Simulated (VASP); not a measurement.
S: single point with PBE

The system is S.

```
S
1.0
     1.63850    0.94599    0.86133
    -1.63850    0.94599    0.86133
     0.00000   -1.89198    0.86133
S
1
Direct
  0.00000 0.00000 0.00000
```

| Quantity | Value |
| --- | --- |
| Program | VASP 6.6.1 |
| Task | single point |
| Functional | PBE |
| Potentials or basis | VASP PAW PBE potentials, release 64 (S) |
| Cutoff | 520 eV |
| k mesh | 10 × 10 × 10 |
| Occupations | fermi-dirac, width 0.1 eV |
| Spin | no spin polarisation |
| Dipole correction | no |
| Further INCAR settings | ALGO = Normal; EDIFF = 1e-06; NBANDS = 9 |

```yaml
Pressure: 216.9 GPa
Band_gap_on_the_k_mesh: zero (band 3 reaches 29.10 eV, above the bottom of band 4 at 13.99 eV)
```

Stress tensor (GPa, compression positive):
```
219.86   0.00   0.00
  0.00 219.86   0.00
  0.00   0.00 210.93
```

Levels at points of the mesh, in eV from the Fermi level:
```
           k point  band 1  band 2  band 3  band 4  band 5  band 6
(0.00, 0.00, 0.00)  -27.08    4.80    7.93    7.93    8.22    8.22
(0.50, 0.00, 0.00)  -18.70  -16.49    4.03    5.98    6.81   11.52
(0.50, 0.50, 0.00)  -14.77  -13.99   -4.87    0.43    8.18   11.86
(0.50, 0.50, 0.50)   -8.44   -8.44   -4.49   -4.34   -1.54   -1.54
```

Run time: 6.2 s on 1 thread of Intel Xeon 6975P-C (shared host), peak memory 0.11 GiB.
